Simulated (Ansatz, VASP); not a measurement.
# Ga3B2As5 in VASP and in Ansatz

```
Ga B As
1.0
    -0.00024   -3.78251    0.00051
     3.78069    0.00027   -0.00119
    -1.89772    1.88843   13.62267
Ga B As
3 2 5
Direct
  0.00050 0.00009 0.00003
  0.19461 0.19496 0.38950
  0.80492 0.80556 0.61053
  0.59758 0.59736 0.19450
  0.40246 0.40258 0.80548
  0.55626 0.05584 0.11170
  0.13879 0.63856 0.27727
  0.74975 0.24998 0.49997
  0.36100 0.86104 0.72271
  0.94414 0.44402 0.88831
```

Change from the starting cell: cell x1, atoms moved at random (sigma 0.15 Å) and cell strained at random (1.5 %), then relaxed without symmetry.

Alike in both runs: functional PBE; k mesh 4 × 4 × 4; occupations gaussian, width 0.1 eV; no spin polarisation.

Ansatz relaxed the structure, and its values are those at the end. VASP's run is a single point on that final structure, the one shown.

|  | VASP | Ansatz |
| --- | --- | --- |
| version | VASP 6.6.1 | Ansatz 0.2.0 |
| potentials or method | VASP PAW PBE potentials, release 64 (Ga_d, B, As), cutoff 520 eV | scalar-relativistic, plane waves, PAW |
| valence electrons in the cell | 70 | 120 |

Ansatz gave:

- gap on the k mesh at the Fermi level (eV): 0.47
- least direct gap on the mesh (eV): 0.47
- pressure (GPa): 0.0
- rms of the force components (eV/Å): 0.005

Q: Estimate VASP's values.

A: gap on the k mesh at the Fermi level (eV): 0.46; least direct gap on the mesh (eV): 0.46; pressure (GPa): 0.2; rms of the force components (eV/Å): 0.004.

VASP's potentials hold 70 valence electrons a cell and Ansatz's 120, so a difference there can come from the potentials and not from the codes.
